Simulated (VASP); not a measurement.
# TaN (Fm-3m) in VASP: single point with PBE

Aim: the single point of TaN with PBE.

Program: VASP 6.6.1. These are calculated values, not measurements. Logs are shortened: lines on timing, memory, paths and dates and some standing lists are left out, and cuts for length are marked.

**1. The cell of the first run**

Symmetry: Fm-3m, No. 225, cubic system. Conventional cell: a = 4.416 Å, b = 4.416 Å, c = 4.416 Å, α = 90.00°, β = 90.00°, γ = 90.00°. Ta (site symmetry m-3m) has 6 N at 2.21 Å within 2.9 Å. Within 2.9 Å of N (site symmetry m-3m) lie 6 Ta at 2.21 Å.

**2. Single point, PBE**

Contents of INCAR:

```
SYSTEM = TaN
PREC     = Accurate       ! precision mode
ENCUT    = 600            ! plane-wave cutoff, eV
EDIFF    = 1E-6           ! SCF threshold, eV
ISMEAR   = 0              ! smearing method
SIGMA    = 0.1            ! smearing width, eV
LREAL    = .False.        ! projectors in reciprocal space
LASPH    = .True.         ! aspherical terms in the spheres
NELM     = 120            ! most SCF steps
ALGO     = Normal         ! electronic algorithm
ISIF     = 2              ! what is computed and relaxed
LWAVE    = .False.        ! write WAVECAR
LCHARG   = .True.         ! write CHGCAR
GGA      = PE             ! functional
LELF     = .True.         ! ELF
LVHAR    = .True.       
NBANDS   = 15             ! bands
GGA_COMPAT= .False.
```

Contents of KPOINTS:

```
Automatic mesh
0
Gamma
  16 16 16
  0 0 0
```

Contents of POSCAR:

```
TaN
1.0
    0.0000000000      2.2080977235      2.2080977235
    2.2080977235      0.0000000000      2.2080977235
    2.2080977235      2.2080977235      0.0000000000
Ta N
1 1
Direct
    0.0000000000      0.0000000000      0.0000000000
    0.5000000000      0.5000000000      0.5000000000
```

Potentials or basis: VASP PAW PBE potentials, release 64 (Ta_pv, N).

Run with:

```
> cat potpaw_PBE.64/Ta_pv/POTCAR potpaw_PBE.64/N/POTCAR > POTCAR
> mpirun -np 1 vasp_std > vasp.out
```

OUTCAR:

```text
SYSTEM = TaN
   PREC = Accurate
   ENCUT = 600
   EDIFF = 1E-6
   ISMEAR = 0
   LREAL = .False.
   LASPH = .True.
   NELM = 120
   ISIF = 2
   GGA = PE

 ion  position               nearest neighbor table
   1  0.000  0.000  0.000-   2 2.21   2 2.21   2 2.21   2 2.21   2 2.21   2 2.21
   2  0.500  0.500  0.500-   1 2.21   1 2.21   1 2.21   1 2.21   1 2.21   1 2.21

  LATTYP: Found a face centered cubic cell.
 ALAT       =     4.4161954470

  Lattice vectors:

 A1 = (   0.0000000000,   2.2080977235,   2.2080977235)
 A2 = (   2.2080977235,   0.0000000000,   2.2080977235)
 A3 = (   2.2080977235,   2.2080977235,   0.0000000000)

Analysis of symmetry for initial positions (statically):
=====================================================================
 Subroutine PRICEL returns:
 Original cell was already a primitive cell.

 Routine SETGRP: Setting up the symmetry group for a
 face centered cubic supercell.

 Subroutine GETGRP returns: Found 48 space group operations
 (whereof 48 operations were pure point group operations)
 out of a pool of 48 trial point group operations.

The static configuration has the point symmetry O_h .

Analysis of symmetry for dynamics (positions and initial velocities):
=====================================================================
 Subroutine PRICEL returns:
 Original cell was already a primitive cell.

 Routine SETGRP: Setting up the symmetry group for a
 face centered cubic supercell.

 Subroutine GETGRP returns: Found 48 space group operations
 (whereof 48 operations were pure point group operations)
 out of a pool of 48 trial point group operations.

The dynamic configuration has the point symmetry O_h .

 Subroutine INISYM returns: Found 48 space group operations
 (whereof 48 operations are pure point group operations),
 and found     1 'primitive' translations

----------------------------------------------------------------------------------------

                                     Primitive cell

  volume of cell :      21.5320

  direct lattice vectors                    reciprocal lattice vectors
     0.000000000  2.208097723  2.208097723    -0.226439253  0.226439253  0.226439253
     2.208097723  0.000000000  2.208097723     0.226439253 -0.226439253  0.226439253
     2.208097723  2.208097723  0.000000000     0.226439253  0.226439253 -0.226439253

  length of vectors
     3.122721748  3.122721748  3.122721748     0.392204292  0.392204292  0.392204292

  position of ions in fractional coordinates (direct lattice)
     0.000000000  0.000000000  0.000000000
     0.500000000  0.500000000  0.500000000

  ion indices of the primitive-cell ions
   primitive index   ion index
                 1           1
                 2           2

----------------------------------------------------------------------------------------

 KPOINTS: Automatic mesh

Automatic generation of k-mesh.
 Grid dimensions read from file:
 generate k-points for:   16   16   16

 Generating k-lattice:

  Cartesian coordinates                     Fractional coordinates (reciprocal lattice)
    -0.014152453  0.014152453  0.014152453     0.062500000  0.000000000  0.000000000
     0.014152453 -0.014152453  0.014152453     0.000000000  0.062500000  0.000000000
     0.014152453  0.014152453 -0.014152453     0.000000000  0.000000000  0.062500000

  Length of vectors
     0.024512768  0.024512768  0.024512768

  Shift w.r.t. Gamma in fractional coordinates (k-lattice)
     0.000000000  0.000000000  0.000000000

 Subroutine IBZKPT returns following result:
 ===========================================

 Found    145 irreducible k-points:

 Following reciprocal coordinates:
            Coordinates               Weight
  0.000000  0.000000  0.000000      1.000000
  0.062500  0.000000  0.000000      8.000000
  0.125000  0.000000  0.000000      8.000000
  0.187500  0.000000  0.000000      8.000000
  0.250000  0.000000  0.000000      8.000000
  0.312500  0.000000  0.000000      8.000000
[... 16 lines left out ...]
 -0.125000  0.062500  0.000000     24.000000
 -0.062500  0.062500  0.000000     12.000000
 [... further k-points ...]
   k-points           NKPTS =    145   k-points in BZ     NKDIM =    145   number of bands    NBANDS=     15
   number of dos      NEDOS =    301   number of ions     NIONS =      2
   total plane-waves  NPLWV =  21952
   dimension x,y,z NGX =    28 NGY =   28 NGZ =   28
   dimension x,y,z NGXF=    56 NGYF=   56 NGZF=   56
   ions per type =               1   1
   NGX,Y,Z   is equivalent  to a cutoff of  14.91, 14.91, 14.91 a.u.
   NGXF,Y,Z  is equivalent  to a cutoff of  29.81, 29.81, 29.81 a.u.
 SYSTEM =  TaN
   PREC   = accura    normal or accurate (medium, high low for compatibility)
   ISTART =      0    job   : 0-new  1-cont  2-samecut
   ICHARG =      2    charge: 1-file 2-atom 10-const
   ISPIN  =      1    spin polarized calculation?
   LNONCOLLINEAR =      F non collinear calculations
   LSORBIT =      F    spin-orbit coupling
   LASPH  =      T    aspherical Exc in radial PAW
   ENCUT  =  600.0 eV  44.10 Ry    6.64 a.u.   6.24  6.24  6.24*2*pi/ulx,y,z
   NELM   =    120;   NELMIN=  2; NELMDL= -5     # of ELM steps
   EDIFF  = 0.1E-05   stopping-criterion for ELM
   LREAL  =      F    real-space projection
   EDIFFG = 0.1E-04   stopping-criterion for IOM
   NSW    =      0    number of steps for IOM
   IBRION =     -1    ionic relax: 0-MD 1-quasi-New 2-CG
   NFREE  =      0    steps in history (QN), initial steepest desc. (CG)
   ISIF   =      2    stress and relaxation
   ISYM   =      2    0-nonsym 1-usesym 2-fastsym
   POTIM  = 0.5000    time-step for ionic-motion
   TEBEG  =    0.0;   TEEND  =   0.0 temperature during run
   PSTRESS=    0.0 pullay stress
   NELECT =      16.0000    total number of electrons
   NUPDOWN=      -1.0000    fix difference up-down
   EMIN   =  10.00;   EMAX   =-10.00  energy-range for DOS
   EFERMI =   0.00;   METHOD = LEGACY
   ISMEAR =     0;   SIGMA  =   0.10  broadening in eV -4-tet -1-fermi 0-gaus
   EFERMI_NEDOS =   21; number of points for ismear=-14 and -15
   IALGO  =     38    algorithm
   IMIX   =      4    mixing-type and parameters
     AMIX     =   0.40;   BMIX     =  1.00
     AMIX_MAG =   1.60;   BMIX_MAG =  1.00
  volume/ion in A,a.u.               =      10.77        72.65
  Fermi-wavevector in a.u.,A,eV,Ry     =   1.482814  2.802111 29.915618  2.198736
  Thomas-Fermi vector in A             =   2.596553
   LORBIT       =      0    0 simple, 1 ext, 2 COOP (PROOUT), +10 PAW based schemes
   GGA     = PE    functional components
   LHFCALC =     F    Hartree Fock is set to
   AEXX    =    0.0000 exact exchange contribution
   IVDW    =     0    specifies the selected vdW correction
   LEPSILON=     F    determine dielectric tensor
   LRPA    =     F    only Hartree local field effects (RPA)
 non-spin polarized calculation
 Gauss-broadening in eV      SIGMA  =   0.10
  energy-cutoff  :      600.00
  volume of cell :       21.53
 maximum number of plane-waves:       736
 NGX is ok and might be reduce to    28
   NGX = 13   NGY = 13   NGZ = 13

 number of electron      15.9999999 magnetization

 Free energy of the ion-electron system (eV)
  ---------------------------------------------------
  ext. energy  EPLUGINS =         0.00000000
  ---------------------------------------------------
  free energy    TOTEN  =       -21.82854909 eV

  energy without entropy =      -21.82276786  energy(sigma->0) =      -21.82565847

 E-fermi :   9.3969     XC(G=0): -13.3683

 val. band max:        9.3879461833   @ k =  -0.2500   0.3750   0.1250
 cond. band min:       9.4019665982   @ k =  -0.3125   0.3125   0.1250
 fundamental gap:      0.0140204149
 Fermi energy:         9.3968990395

 k-point     1 :       0.0000    0.0000    0.0000
  band No.  band energies     occupation
      1     -26.3966      2.00000
      2     -26.3966      2.00000
      3     -26.3966      2.00000
      4      -9.3564      2.00000
      5       5.6135      2.00000
      6       5.6135      2.00000
      7       5.6135      2.00000
      8       7.3332      2.00000
      9       7.3332      2.00000
     10       7.3332      2.00000
     11       9.4658      0.33009
     12       9.4658      0.33009
     13      10.8160      0.00000
     14      18.8051      0.00000
     15      21.7408      0.00000

 k-point     2 :       0.0625    0.0000    0.0000
  band No.  band energies     occupation
      1     -26.4299      2.00000
      2     -26.3997      2.00000
      3     -26.3997      2.00000
      4      -9.2638      2.00000
      5       5.1068      2.00000
      6       5.2799      2.00000
      7       5.2799      2.00000
      8       7.4880      2.00000
      9       7.4880      2.00000
     10       7.5532      2.00000
     11       9.8503      0.00000
     12       9.8503      0.00000
     13      11.1103      0.00000
     14      19.0950      0.00000
     15      21.7407      0.00000

 k-point     3 :       0.1250    0.0000    0.0000
  band No.  band energies     occupation
      1     -26.5236      2.00000
      2     -26.4084      2.00000
      3     -26.4084      2.00000
      4      -8.9959      2.00000
      5       4.0774      2.00000
      6       4.5867      2.00000
      7       4.5867      2.00000
      8       7.8498      2.00000
      9       7.8498      2.00000
     10       7.8792      2.00000
     11      10.7872      0.00000
     12      10.7872      0.00000
     13      11.8574      0.00000
     14      19.8961      0.00000
     15      21.7404      0.00000

 k-point     4 :       0.1875    0.0000    0.0000
  band No.  band energies     occupation
      1     -26.6608      2.00000
      2     -26.4213      2.00000
      3     -26.4213      2.00000
      4      -8.5816      2.00000
      5       2.9273      2.00000
      6       3.8482      2.00000
      7       3.8482      2.00000
      8       8.2114      2.00000
      9       8.3667      2.00000
     10       8.3667      2.00000
     11      11.9771      0.00000
     12      11.9771      0.00000
     13      12.7923      0.00000
     14      20.9679      0.00000
     15      21.7400      0.00000
[... 307 lines left out ...]
 k-point    22 :      -0.1875    0.0625    0.0000
  band No.  band energies     occupation
      1     -26.7178      2.00000
      2     -26.4577      2.00000
      3     -26.4158      2.00000
      4      -8.3648      2.00000
      5       2.3827      2.00000
      6       3.3734      2.00000
      7       3.8373      2.00000
      8       8.2848      2.00000
      9       8.2882      2.00000
     10       9.2469      1.96613
     11      11.4613      0.00000
     12      13.1196      0.00000
     13      13.5060      0.00000
     14      21.4754      0.00000
     15      21.7414      0.00000

 k-point    23 :      -0.1250    0.0625    0.0000
  band No.  band energies     occupation
      1     -26.5781      2.00000
      2     -26.4380      2.00000
      3     -26.4044      2.00000
      4      -8.8036      2.00000
      5       3.4328      2.00000
      6       4.0443      2.00000
      7       4.5084      2.00000
      8       7.7963      2.00000
      9       8.0040      2.00000
     10       8.5907      2.00000
     11      10.4473      0.00000
     12      11.8656      0.00000
     13      12.5383      0.00000
     14      20.4583      0.00000
     15      21.7400      0.00000

 k-point    24 :      -0.0625    0.0625    0.0000
  band No.  band energies     occupation
      1     -26.4760      2.00000
      2     -26.4177      2.00000
      3     -26.3987      2.00000
      4      -9.1146      2.00000
      5       4.4160      2.00000
      6       4.7429      2.00000
      7       5.0796      2.00000
      8       7.5051      2.00000
      9       7.7155      2.00000
     10       8.0215      2.00000
     11       9.8661      0.00000
     12      10.7212      0.00000
     13      11.6373      0.00000
     14      19.5552      0.00000
     15      21.7405      0.00000

 [... further k-points ...]

------------------------ aborting loop because EDIFF is reached ----------------------------------------

  FORCE on cell =-STRESS in cart. coord.  units (eV):
  Direction    XX          YY          ZZ          XY          YZ          ZX
  --------------------------------------------------------------------------------------
  -------------------------------------------------------------------------------------
  Total        0.1225761      0.1225761      0.1225761      0.0000000      0.0000000      0.0000000
  in kB        9.1207697      9.1207697      9.1207697      0.0000000      0.0000000      0.0000000
  external PRESSURE =       9.1207697 kB  Pullay stress =       0.0000000 kB

 VOLUME and BASIS-vectors are now :
 -----------------------------------------------------------------------------
  energy-cutoff  :      600.00
  volume of cell :       21.53
      direct lattice vectors                 reciprocal lattice vectors
     0.000000000  2.208097723  2.208097723    -0.226439253  0.226439253  0.226439253
     2.208097723  0.000000000  2.208097723     0.226439253 -0.226439253  0.226439253
     2.208097723  2.208097723  0.000000000     0.226439253  0.226439253 -0.226439253

 POSITION                                       TOTAL-FORCE (eV/Angst)
 -----------------------------------------------------------------------------------
      0.00000      0.00000      0.00000        -0.000000      0.000000      0.000000
      2.20810      2.20810      2.20810         0.000000     -0.000000     -0.000000
 -----------------------------------------------------------------------------------
    total drift:                                0.000000      0.000000      0.000000

  FREE ENERGIE OF THE ION-ELECTRON SYSTEM (eV)
  ---------------------------------------------------
  free  energy   TOTEN  =       -21.8285490882 eV

  energy  without entropy=      -21.8227678580  energy(sigma->0) =      -21.82565847
```

Run time: 48 s. Hardware: 1 thread of Intel Xeon Platinum 8488C (Sapphire Rapids), shared host; peak memory 0.2 GiB.

What came out:

```
Free energy            : -21.8285 eV
Pressure               : 0.9 GPa
Band gap on the k mesh : zero (bands 8 and 9 overlap by 3.93 eV)
```

Caveat: spin-orbit coupling is left out, which moves the levels of the heavy elements.
